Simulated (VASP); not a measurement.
Wanted: the native input for a VASP 6.6.1 run.

* Task: single point
* Functional: PBE
* Potentials or basis: VASP PAW PBE potentials, release 64 (Al, N)
* Cutoff: 520 eV
* k mesh: 8 × 8 × 8
* Occupations: gaussian, width 0.05 eV
* Spin: no spin polarisation
* Dipole correction: no
* Further INCAR settings: ALGO = Normal; EDIFF = 1e-06; NBANDS = 11

The structure of AlN lies in POSCAR:

```
AlN
1.0
    0.1157717734      1.9684110059      2.0755267804
    2.0238507968     -0.0814220902      2.2727206439
    2.1286101825      2.2703642551     -0.1861814758
Al N
1 1
Direct
   -0.0304529175      0.0147477010      0.0206514566
    0.7804529175      0.7352522990      0.7293485434
```

This cell differs from its parent crystal: all atoms moved at random, sigma 0.1 Å a component, cell strained at random, sigma 0.1, then relaxed in part.

One way to write it, as run:

INCAR

```
SYSTEM = AlN
  PREC = Accurate
  ENCUT = 520
  EDIFF = 1E-6
  ISMEAR = 0
  SIGMA = 0.05
  LREAL = .False.
  LASPH = .True.
  NELM = 60
  ALGO = Normal
  ISIF = 2
  LWAVE = .False.
  LCHARG = .True.
  GGA = PE
  LELF = .True.
  LVHAR = .True.
  NBANDS = 11
```

KPOINTS

```
Automatic mesh
0
Gamma
  8 8 8
  0 0 0
```

Potentials or basis: VASP PAW PBE potentials, release 64 (Al, N).

Command:

```console
$ cat potpaw_PBE.64/Al/POTCAR potpaw_PBE.64/N/POTCAR > POTCAR
$ mpirun -np 1 vasp_std > vasp.out
```

Results of the run:

```yaml
Pressure: 17.1 GPa
Largest_force: 0.006 eV/Å
Band_gap_on_the_k_mesh: 1.35 eV, indirect (least direct gap 2.82 eV)
```

Caveat: the cell differs from its parent crystal (all atoms moved at random, sigma 0.1 Å a component, cell strained at random, sigma 0.1, then relaxed in part).

It took 14 s on 1 thread of Intel(R) Xeon(R) 6975P-C (Granite Rapids) (shared host), peak memory 0.17 GiB.
